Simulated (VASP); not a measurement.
**TiAl: elastic constants with PBEsol+D3(BJ)**

Crystal: TiAl.

```xyz
2
Lattice="3.1791 0.0000 0.0000 0.0000 3.1791 0.0000 0.0000 0.0000 3.1791" Properties=species:S:1:pos:R:3 pbc="T T T"
Ti    0.0000    0.0000    0.0000
Al    1.5895    1.5895    1.5895
```

```yaml
Program: VASP 6.6.1
Task: elastic constants
Functional: PBEsol
Dispersion: D3(BJ)
Potentials_or_basis: VASP PAW PBE potentials, release 64 (Ti_sv, Al)
Cutoff: 600 eV
k_mesh: 6 × 6 × 6
Occupations: methfessel-paxton, width 0.1 eV
Spin: no spin polarisation
Dipole_correction: no
Ions_in_elastic_constants: relaxed
Further_INCAR_settings: ALGO = Normal; EDIFF = 1e-08; NBANDS = 14; IBRION = 6; POTIM = 0.015; NSW = 1; ISIF = 3
```

| Property | Result |
| --- | --- |
| Elastic constants C11, C12, C44 | 80, 121, 76 GPa |
| Voigt bulk modulus | 107 GPa |
| Highest phonon frequency at Γ | 312 cm⁻¹ |
| Dispersion energy per atom | -0.474 eV |

Phonon frequencies in cm⁻¹ (negative: imaginary):
| q point | frequencies |
| --- | --- |
| (0.000, 0.000, 0.000) | 0 0 0 312 312 312 |

Elastic tensor in Voigt notation (GPa, in the Cartesian axes of the cell as first typed):
```
 80 121 121   0   0   0
121  80 121   0   0   0
121 121  80   0   0   0
  0   0   0  76   0   0
  0   0   0   0  76   0
  0   0   0   0   0  76
```

Clamped-ion elastic tensor (GPa):
```
 80 121 121   0   0   0
121  80 121   0   0   0
121 121  80   0   0   0
  0   0   0  76   0   0
  0   0   0   0  76   0
  0   0   0   0   0  76
```

Wall time 9.9 min on 1 thread of Intel Xeon 8259CL, on a shared host, peak memory 0.23 GiB.

Caveat: the cell is under stress, which shifts elastic constants; the elastic tensor has a negative eigenvalue, so either the cell is unstable as it stands or the mesh is too thin; the PAW data sets were made with another functional, which shifts forces and pressure a little.
